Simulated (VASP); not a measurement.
Runs of VASP 6.6.1 on HfO2. The structure is that of space group Fm-3m (No. 225), or close to it. The cells are those of the table. 

```tsv
cell	gap on the mesh (eV)	pressure (GPa)
a = 3.664 Å, angles 60.0°, 3 atoms	3.42	-26.6
a = 3.518 Å, angles 60.0°, 3 atoms	3.74	1.3
a = 3.568 Å, angles 60.0°, 3 atoms	(a)	-10.2
a = 3.756 Å, angles 60.0°, 3 atoms	3.22	-36.9
a = 3.466 Å, angles 60.0°, 3 atoms	3.86	15.7
a = 3.711 Å, angles 60.0°, 3 atoms	3.32	-32.3
a = 3.617 Å, angles 60.0°, 3 atoms	3.52	(b)
```

Alike in all rows: task single point; level LDA; potentials or basis VASP PAW LDA potentials, release 64 (Hf_pv, O); no spin polarisation; k mesh 8 × 8 × 8; cutoff (eV) 520; smearing fermi-dirac 0.1 eV.

Question: Estimate the missing entries.

Answer: (a) 3.63; (b) -19.3.

Caveats: spin-orbit coupling is left out, which moves the levels of the heavy elements.

A k mesh can miss the band edges, and the runs leave out spin-orbit coupling on Hf.
